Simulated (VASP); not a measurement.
Here is a VASP 6.6.1 calculation.

INCAR

```
PREC = Accurate
ENCUT = 520
EDIFF = 1E-7
ISMEAR = 0
SIGMA = 0.1
LREAL = False
LASPH = True
NELM = 80
ALGO = Normal
ISIF = 2
LWAVE = False
LCHARG = False
GGA = PE
NBANDS = 37
```

File KPOINTS:

```
Automatic mesh
0
Gamma
  6 6 2
```

The input POSCAR:

```
ZrTaN
1.0
    3.3298777075      0.0000000000      0.0000000000
    0.0000000000      3.3298777075      0.0000000000
    0.0000000000      0.0000000000      7.9041161823
Zr Ta N
2 2 2
Direct
    0.0000000000      0.5000000000      0.6396813075
    0.5000000000      0.0000000000      0.3603186925
    0.5000000000      0.0000000000      0.9085999725
    0.0000000000      0.5000000000      0.0914000275
    0.0000000000      0.5000000000      0.3584300849
    0.5000000000      0.0000000000      0.6415699151
```

Potentials or basis: VASP PAW PBE potentials, release 64 (Zr_sv, Ta_pv, N).

Launch:

```sh
$ cat potpaw_PBE.64/Zr_sv/POTCAR potpaw_PBE.64/Ta_pv/POTCAR potpaw_PBE.64/N/POTCAR > POTCAR
$ mpirun -np 1 vasp_std > vasp.out
```

Task: What does it give for the pressure?

Result: 0.0 GPa.

Task: Predict the largest force.

Result: 0.023 eV/Å.

Task: Estimate the band gap on the k mesh.

Result: Zero (band 28 reaches 8.87 eV, above the bottom of band 29 at 7.98 eV).

Forces on the atoms (eV/Å):
```
Zr   0.000  0.000 -0.001
Zr   0.000  0.000  0.001
Ta   0.000  0.000  0.023
Ta   0.000  0.000 -0.023
N    0.000  0.000  0.000
N    0.000  0.000  0.000
```

Caveat: the k points lie up to 0.40 Å⁻¹ apart; spin-orbit coupling is left out, which moves the levels of the heavy elements.
